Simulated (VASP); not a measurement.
Set up this calculation in VASP 6.6.1, as the native input.

* Task: single point
* Functional: PBE
* Potentials or basis: VASP PAW PBE potentials, release 64 (Bi_d)
* Cutoff: 520 eV
* k mesh: 9 × 9 × 3
* Occupations: fermi-dirac, width 0.03 eV
* Spin: no spin polarisation
* Dipole correction: no
* Further INCAR settings: ALGO = Normal; EDIFF = 1e-07; NBANDS = 22

The structure of Bi lies in POSCAR:

```
Bi
1.0
    4.5987308376      0.0000000000      0.0000000000
   -2.2993654188      3.9826177306      0.0000000000
    0.0000000000      0.0000000000     11.9846625878
Bi
2
Direct
    0.3333333333      0.6666666667      0.2500000000
    0.6666666667      0.3333333333      0.7500000000
```

This isn't the form of Bi at room conditions, which is rhombohedral.

One way to write it, as run:

INCAR

```
SYSTEM = Bi
PREC = Accurate
ENCUT = 520
EDIFF = 1E-7
ISMEAR = -1
SIGMA = 0.03
LREAL = .False.
LASPH = .True.
NELM = 80
ALGO = Normal
ISIF = 2
LWAVE = .False.
LCHARG = .True.
GGA = PE
LELF = .True.
LVHAR = .True.
NBANDS = 22
```

KPOINTS

```
regular mesh
0
Gamma
  9 9 3
  0 0 0
```

Potentials or basis: VASP PAW PBE potentials, release 64 (Bi_d).

Run with:

```bash
$ cat potpaw_PBE.64/Bi_d/POTCAR > POTCAR
$ mpirun -np 1 vasp_std > vasp.out
```

It gave:

The pressure is -3.1 GPa and the band gap on the k mesh is zero (bands 15 and 16 overlap by 1.99 eV).

Caveat: the cell stands under tension; spin-orbit coupling is left out, which moves the levels of the heavy elements.

Run time: 2.8 min on 1 thread of Intel Xeon 8259CL (shared host), peak memory 0.37 GiB.
